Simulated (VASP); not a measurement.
# AlRh (P4/mmm) in VASP: a series of runs

The runs below take AlRh through single point, with LDA.

Program: VASP 6.6.1. These are calculated values, not measurements. Logs are shortened: lines on timing, memory, paths and dates and some standing lists are left out, and cuts for length are marked.

### Step 1. The cell of the first run

Symmetry: P4/mmm, No. 123, tetragonal system. The conventional cell has a = 2.977 Å, b = 2.977 Å, c = 3.067 Å, α = 90.00°, β = 90.00°, γ = 90.00°. Within 3.4 Å of Al (site symmetry 4/mmm) lie 8 Rh at 2.60 Å and 6 Al at 2.98 to 3.07 Å. Rh (site symmetry 4/mmm) has 8 Al at 2.60 Å and 6 Rh at 2.98 to 3.07 Å within 3.4 Å.

### Step 2. Single point, LDA (strain +0.0300 x Voigt [0, 1, 0, 0, 0, 0])

INCAR reads:

```
PREC = Accurate
ENCUT = 520
EDIFF = 1E-6
ISMEAR = 0
SIGMA = 0.15
LREAL = F
LASPH = T
NELM = 60
ALGO = Fast
ISIF = 2
LWAVE = F
LCHARG = T
LELF = T
LVHAR = T
NBANDS = 16
```

KPOINTS reads:

```
Automatic mesh
0
Gamma
  16 16 16
```

POSCAR reads:

```
AlRh
1.0
    2.9773224700      0.0000000000      0.0000000000
    0.0000000000      3.0666421441      0.0000000000
    0.0000000000      0.0000000000      2.9773224700
Al Rh
1 1
Direct
    0.0000000000      0.0000000000      0.0000000000
    0.5000000000      0.5000000000      0.5000000000
```

Potentials or basis: VASP PAW LDA potentials, release 64 (Al, Rh_pv).

Launch:

```bash
cat potpaw_LDA.64/Al/POTCAR potpaw_LDA.64/Rh_pv/POTCAR > POTCAR
mpirun -np 1 vasp_std > vasp.out
```

OUTCAR:

```text
PREC = Accurate
   ENCUT = 520
   EDIFF = 1E-6
   ISMEAR = 0
   LREAL = F
   LASPH = T
   NELM = 60
   ISIF = 2

 ion  position               nearest neighbor table
   1  0.000  0.000  0.000-   2 2.60   2 2.60   2 2.60   2 2.60   2 2.60   2 2.60   2 2.60   2 2.60

   2  0.500  0.500  0.500-   1 2.60   1 2.60   1 2.60   1 2.60   1 2.60   1 2.60   1 2.60   1 2.60

  LATTYP: Found a simple tetragonal cell.
 ALAT       =     2.9773224700
 C/A-ratio  =     1.0300000000

  Lattice vectors:

 A1 = (  -2.9773224700,   0.0000000000,   0.0000000000)
 A2 = (   0.0000000000,   0.0000000000,   2.9773224700)
 A3 = (   0.0000000000,   3.0666421441,   0.0000000000)

Analysis of symmetry for initial positions (statically):
=====================================================================
 Subroutine PRICEL returns:
 Original cell was already a primitive cell.

 Routine SETGRP: Setting up the symmetry group for a
 simple tetragonal supercell.

 Subroutine GETGRP returns: Found 16 space group operations
 (whereof 16 operations were pure point group operations)
 out of a pool of 16 trial point group operations.

The static configuration has the point symmetry D_4h.

Analysis of symmetry for dynamics (positions and initial velocities):
=====================================================================
 Subroutine PRICEL returns:
 Original cell was already a primitive cell.

 Routine SETGRP: Setting up the symmetry group for a
 simple tetragonal supercell.

 Subroutine GETGRP returns: Found 16 space group operations
 (whereof 16 operations were pure point group operations)
 out of a pool of 16 trial point group operations.

The dynamic configuration has the point symmetry D_4h.

 Subroutine INISYM returns: Found 16 space group operations
 (whereof 16 operations are pure point group operations),
 and found     1 'primitive' translations

----------------------------------------------------------------------------------------

                                     Primitive cell

  volume of cell :      27.1841

  direct lattice vectors                    reciprocal lattice vectors
     2.977322470  0.000000000  0.000000000     0.335872251  0.000000000  0.000000000
     0.000000000  3.066642144  0.000000000     0.000000000  0.326089564  0.000000000
     0.000000000  0.000000000  2.977322470     0.000000000  0.000000000  0.335872251

  length of vectors
     2.977322470  3.066642144  2.977322470     0.335872251  0.326089564  0.335872251

  position of ions in fractional coordinates (direct lattice)
     0.000000000  0.000000000  0.000000000
     0.500000000  0.500000000  0.500000000

  ion indices of the primitive-cell ions
   primitive index   ion index
                 1           1
                 2           2

----------------------------------------------------------------------------------------

 KPOINTS: Automatic mesh

Automatic generation of k-mesh.
 Grid dimensions read from file:
 generate k-points for:   16   16   16

 Generating k-lattice:

  Cartesian coordinates                     Fractional coordinates (reciprocal lattice)
     0.020992016  0.000000000  0.000000000     0.062500000  0.000000000  0.000000000
     0.000000000  0.020380598  0.000000000     0.000000000  0.062500000  0.000000000
     0.000000000  0.000000000  0.020992016     0.000000000  0.000000000  0.062500000

  Length of vectors
     0.020992016  0.020380598  0.020992016

  Shift w.r.t. Gamma in fractional coordinates (k-lattice)
     0.000000000  0.000000000  0.000000000

 Subroutine IBZKPT returns following result:
 ===========================================

 Found    405 irreducible k-points:

 Following reciprocal coordinates:
            Coordinates               Weight
  0.000000  0.000000  0.000000      1.000000
  0.062500  0.000000  0.000000      4.000000
  0.125000  0.000000  0.000000      4.000000
  0.187500  0.000000  0.000000      4.000000
  0.250000  0.000000  0.000000      4.000000
  0.312500  0.000000  0.000000      4.000000
[... 16 lines left out ...]
  0.250000  0.125000  0.000000      8.000000
  0.312500  0.125000  0.000000      8.000000
 [... further k-points ...]
   k-points           NKPTS =    405   k-points in BZ     NKDIM =    405   number of bands    NBANDS=     16
   number of dos      NEDOS =    301   number of ions     NIONS =      2
   total plane-waves  NPLWV =  13824
   dimension x,y,z NGX =    24 NGY =   24 NGZ =   24
   dimension x,y,z NGXF=    48 NGYF=   48 NGZF=   48
   ions per type =               1   1
   NGX,Y,Z   is equivalent  to a cutoff of  13.40, 13.01, 13.40 a.u.
   NGXF,Y,Z  is equivalent  to a cutoff of  26.80, 26.02, 26.80 a.u.
 SYSTEM =  unknown system
   PREC   = accura    normal or accurate (medium, high low for compatibility)
   ISTART =      0    job   : 0-new  1-cont  2-samecut
   ICHARG =      2    charge: 1-file 2-atom 10-const
   ISPIN  =      1    spin polarized calculation?
   LNONCOLLINEAR =      F non collinear calculations
   LSORBIT =      F    spin-orbit coupling
   LASPH  =      T    aspherical Exc in radial PAW
   ENCUT  =  520.0 eV  38.22 Ry    6.18 a.u.   5.54  5.70  5.54*2*pi/ulx,y,z
   NELM   =     60;   NELMIN=  2; NELMDL= -5     # of ELM steps
   EDIFF  = 0.1E-05   stopping-criterion for ELM
   LREAL  =      F    real-space projection
   EDIFFG = 0.1E-04   stopping-criterion for IOM
   NSW    =      0    number of steps for IOM
   IBRION =     -1    ionic relax: 0-MD 1-quasi-New 2-CG
   NFREE  =      0    steps in history (QN), initial steepest desc. (CG)
   ISIF   =      2    stress and relaxation
   ISYM   =      2    0-nonsym 1-usesym 2-fastsym
   POTIM  = 0.5000    time-step for ionic-motion
   TEBEG  =    0.0;   TEEND  =   0.0 temperature during run
   PSTRESS=    0.0 pullay stress
   NELECT =      18.0000    total number of electrons
   NUPDOWN=      -1.0000    fix difference up-down
   EMIN   =  10.00;   EMAX   =-10.00  energy-range for DOS
   EFERMI =   0.00;   METHOD = LEGACY
   ISMEAR =     0;   SIGMA  =   0.15  broadening in eV -4-tet -1-fermi 0-gaus
   EFERMI_NEDOS =   21; number of points for ismear=-14 and -15
   IALGO  =     68    algorithm
   IMIX   =      4    mixing-type and parameters
     AMIX     =   0.40;   BMIX     =  1.00
     AMIX_MAG =   1.60;   BMIX_MAG =  1.00
  volume/ion in A,a.u.               =      13.59        91.72
  Fermi-wavevector in a.u.,A,eV,Ry     =   1.426902  2.696453 27.702120  2.036048
  Thomas-Fermi vector in A             =   2.547129
   LORBIT       =      0    0 simple, 1 ext, 2 COOP (PROOUT), +10 PAW based schemes
   GGA     = CA    functional components
   LHFCALC =     F    Hartree Fock is set to
   AEXX    =    0.0000 exact exchange contribution
   IVDW    =     0    specifies the selected vdW correction
   LEPSILON=     F    determine dielectric tensor
   LRPA    =     F    only Hartree local field effects (RPA)
 non-spin polarized calculation
 RMM-DIIS sequential band-by-band and
 Gauss-broadening in eV      SIGMA  =   0.15
  energy-cutoff  :      520.00
  volume of cell :       27.18
 maximum number of plane-waves:       750
 NGX is ok and might be reduce to    24
   NGX = 11   NGY = 11   NGZ = 11

 number of electron      17.9999997 magnetization

 Free energy of the ion-electron system (eV)
  ---------------------------------------------------
  ext. energy  EPLUGINS =         0.00000000
  ---------------------------------------------------
  free energy    TOTEN  =       -15.04788688 eV

  energy without entropy =      -15.04070912  energy(sigma->0) =      -15.04429800

 E-fermi :  10.9463     XC(G=0): -12.7304

 val. band max:       10.9450152360   @ k =   0.1875   0.5000   0.0625
 cond. band min:      10.9465453942   @ k =   0.0625   0.5000   0.0000
 fundamental gap:      0.0015301582
 Fermi energy:        10.9463479020

 k-point     1 :       0.0000    0.0000    0.0000
  band No.  band energies     occupation
      1     -35.4629      2.00000
      2     -35.4316      2.00000
      3     -35.4316      2.00000
      4       0.3735      2.00000
      5       6.2097      2.00000
      6       6.2120      2.00000
[... 8 lines left out ...]
     15      24.1952      0.00000
     16      29.7818      0.00000

 k-point     2 :       0.0625    0.0000    0.0000
  band No.  band energies     occupation
      1     -35.4624      2.00000
      2     -35.4373      2.00000
      3     -35.4311      2.00000
      4       0.4472      2.00000
      5       6.2339      2.00000
      6       6.2402      2.00000
[... 8 lines left out ...]
     15      24.4686      0.00000
     16      29.2777      0.00000

 k-point     3 :       0.1250    0.0000    0.0000
  band No.  band energies     occupation
      1     -35.4611      2.00000
      2     -35.4536      2.00000
      3     -35.4297      2.00000
      4       0.6661      2.00000
      5       6.2998      2.00000
      6       6.3152      2.00000
[... 8 lines left out ...]
     15      25.3243      0.00000
     16      28.2186      0.00000

 k-point     4 :       0.1875    0.0000    0.0000
  band No.  band energies     occupation
      1     -35.4780      2.00000
      2     -35.4590      2.00000
      3     -35.4277      2.00000
      4       1.0234      2.00000
      5       6.3804      2.00000
      6       6.4122      2.00000
[... 8 lines left out ...]
     15      26.7047      0.00000
     16      26.9954      0.00000
[... 324 lines left out ...]
 k-point    22 :       0.1875    0.1250    0.0000
  band No.  band energies     occupation
      1     -35.4769      2.00000
      2     -35.4747      2.00000
      3     -35.4264      2.00000
      4       1.2859      2.00000
      5       6.4282      2.00000
      6       6.5275      2.00000
[... 8 lines left out ...]
     15      25.7741      0.00000
     16      27.0251      0.00000

 k-point    23 :       0.2500    0.1250    0.0000
  band No.  band energies     occupation
      1     -35.5050      2.00000
      2     -35.4724      2.00000
      3     -35.4240      2.00000
      4       1.7571      2.00000
      5       6.4321      2.00000
      6       6.6478      2.00000
[... 8 lines left out ...]
     15      24.6012      0.00000
     16      26.2299      0.00000

 k-point    24 :       0.3125    0.1250    0.0000
  band No.  band energies     occupation
      1     -35.5334      2.00000
      2     -35.4698      2.00000
      3     -35.4216      2.00000
      4       2.3350      2.00000
      5       6.2309      2.00000
      6       6.7757      2.00000
[... 8 lines left out ...]
     15      23.7521      0.00000
     16      25.0478      0.00000

 [... further k-points ...]

------------------------ aborting loop because EDIFF is reached ----------------------------------------

  FORCE on cell =-STRESS in cart. coord.  units (eV):
  Direction    XX          YY          ZZ          XY          YZ          ZX
  --------------------------------------------------------------------------------------
  -------------------------------------------------------------------------------------
  Total       -1.6688563     -2.2068111     -1.6688563      0.0000000      0.0000000      0.0000000
  in kB      -98.3591267   -130.0651343    -98.3591267      0.0000000      0.0000000      0.0000000
  external PRESSURE =    -108.9277959 kB  Pullay stress =       0.0000000 kB

 VOLUME and BASIS-vectors are now :
 -----------------------------------------------------------------------------
  energy-cutoff  :      520.00
  volume of cell :       27.18
      direct lattice vectors                 reciprocal lattice vectors
     2.977322470  0.000000000  0.000000000     0.335872251  0.000000000  0.000000000
     0.000000000  3.066642144  0.000000000     0.000000000  0.326089564  0.000000000
     0.000000000  0.000000000  2.977322470     0.000000000  0.000000000  0.335872251

 POSITION                                       TOTAL-FORCE (eV/Angst)
 -----------------------------------------------------------------------------------
      0.00000      0.00000      0.00000         0.000000      0.000000      0.000000
      1.48866      1.53332      1.48866         0.000000      0.000000      0.000000
 -----------------------------------------------------------------------------------
    total drift:                                0.000000     -0.000000     -0.000000

  FREE ENERGIE OF THE ION-ELECTRON SYSTEM (eV)
  ---------------------------------------------------
  free  energy   TOTEN  =       -15.0478868773 eV

  energy  without entropy=      -15.0407091169  energy(sigma->0) =      -15.04429800
```

It took 2.3 min on 1 thread of Intel Xeon 8259CL, shared host; peak memory 0.27 GiB.

Results:

```
Free energy            : -15.0479 eV
Pressure               : -10.9 GPa
Band gap on the k mesh : zero (bands 9 and 10 overlap by 2.58 eV)
```

Levels at points of the mesh, in eV from the Fermi level:
```csv
k point,band 6,band 7,band 8,band 9,band 10,band 11,band 12,band 13
"(0.00, 0.00, 0.00)",-4.73,-1.65,-1.65,-1.48,4.35,5.24,5.24,9.54
"(0.50, 0.00, 0.00)",-4.04,-3.25,-2.95,-1.43,0.44,6.78,9.35,10.14
"(0.00, 0.50, 0.00)",-4.15,-2.95,-2.95,-1.31,0.00,6.82,10.12,10.12
"(0.50, 0.50, 0.00)",-2.64,-2.58,-2.55,-2.35,-0.55,3.27,4.12,9.78
"(0.50, 0.00, 0.50)",-2.85,-2.85,-2.29,-2.29,-0.39,3.62,4.33,9.14
"(0.50, 0.50, 0.50)",-5.62,-0.51,-0.33,1.55,2.80,2.94,2.94,6.45
```

Caveat: the cell differs from its parent crystal (strain +0.0300 x Voigt [0, 1, 0, 0, 0, 0]); the cell stands under tension.

### Step 3. Single point, LDA (strain +0.0400 x Voigt [0, 1, 0, 0, 0, 0])

INCAR reads:

```
PREC     = Accurate       # precision mode
ENCUT    = 520            # plane-wave cutoff, eV
EDIFF    = 1E-6           # SCF threshold, eV
ISMEAR   = 0              # smearing method
SIGMA    = 0.15           # smearing width, eV
LREAL    = False          # projectors in reciprocal space
LASPH    = True           # aspherical terms in the spheres
NELM     = 60             # most SCF steps
ALGO     = Fast           # electronic algorithm
ISIF     = 2              # what is computed and relaxed
LWAVE    = False          # write WAVECAR
LCHARG   = True           # write CHGCAR
LELF     = True           # ELF
LVHAR    = True         
NBANDS   = 16             # bands
```

KPOINTS is that of step 2.

Changes to POSCAR since step 2:

```diff
@@ -3,3 +3,3 @@
     2.9773224700      0.0000000000      0.0000000000
-    0.0000000000      3.0666421441      0.0000000000
+    0.0000000000      3.0964153688      0.0000000000
     0.0000000000      0.0000000000      2.9773224700
```

Potentials or basis: VASP PAW LDA potentials, release 64 (Al, Rh_pv).

Launch:

```bash
cat potpaw_LDA.64/Al/POTCAR potpaw_LDA.64/Rh_pv/POTCAR > POTCAR
mpirun -np 1 vasp_std > vasp.out
```

It took 2.4 min on 1 thread of Intel Xeon 8259CL, shared host; peak memory 0.27 GiB.

Results (log left out):

* Free energy: -15.0250 eV
* Pressure: -12.5 GPa
* Band gap on the k mesh: zero (bands 9 and 10 overlap by 2.54 eV)

Stress tensor (GPa, compression positive):
```
-11.21   0.00   0.00
  0.00 -14.96   0.00
  0.00   0.00 -11.21
```

Levels at points of the mesh, in eV from the Fermi level:
```
           k point  band 7  band 8  band 9  band 10  band 11  band 12
(0.00, 0.00, 0.00)   -1.60   -1.60   -1.38     4.18     5.35     5.35
(0.50, 0.00, 0.00)   -3.23   -2.84   -1.38     0.52     6.83     9.20
(0.00, 0.50, 0.00)   -2.83   -2.83   -1.22    -0.05     6.88    10.20
(0.50, 0.50, 0.00)   -2.53   -2.47   -2.27    -0.53     3.25     4.06
(0.50, 0.00, 0.50)   -2.81   -2.19   -2.19    -0.31     3.71     4.34
(0.50, 0.50, 0.50)   -0.49   -0.25    1.55     2.81     3.00     3.00
```

Caveat: the cell differs from its parent crystal (strain +0.0400 x Voigt [0, 1, 0, 0, 0, 0]); the cell stands under tension.
